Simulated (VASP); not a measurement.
Wanted: the native input for a VASP 6.6.1 run.

```
Task                   : single point
Functional             : PBE
Potentials or basis    : VASP PAW PBE potentials, release 64 (Se)
Cutoff                 : 520 eV
k mesh                 : 16 × 16 × 12
Occupations            : gaussian, width 0.1 eV
Spin                   : no spin polarisation
Dipole correction      : no
Further INCAR settings : ALGO = Normal; EDIFF = 1e-07; NBANDS = 13
```

The structure of Se lies in POSCAR:

```
Se
1.0
    3.5946802189      0.0000000000      0.0000000000
    0.0000000000      3.5946802189      0.0000000000
    0.0000000000      0.0000000000      4.7640538620
Se
2
Direct
    0.0000000000      0.5000000000      0.9200664852
    0.5000000000      0.0000000000      0.0799335148
```

These files were run (other wordings do the same):

INCAR

```
PREC = Accurate
ENCUT = 520
EDIFF = 1E-7
ISMEAR = 0
SIGMA = 0.1
LREAL = False
LASPH = True
NELM = 80
ALGO = Normal
ISIF = 2
LWAVE = False
LCHARG = True
GGA = PE
LELF = True
LVHAR = True
NBANDS = 13
```

KPOINTS

```
Automatic mesh
0
Gamma
  16 16 12
```

Potentials or basis: VASP PAW PBE potentials, release 64 (Se).

Run with:

```console
$ cat potpaw_PBE.64/Se/POTCAR > POTCAR
$ mpirun -np 1 vasp_std > vasp.out
```

Results of the run:

```json
{
  "Pressure": "0.0 GPa",
  "Band gap on the k mesh": "zero (bands 6 and 7 overlap by 0.15 eV)"
}
```

Caveat: this functional lacks dispersion, which binds layers or chains, so the pressure and a relaxed spacing across them are unreliable.

Run time: 82 s on 1 thread of Intel(R) Xeon(R) 6975P-C (Granite Rapids) (shared host), peak memory 0.33 GiB.
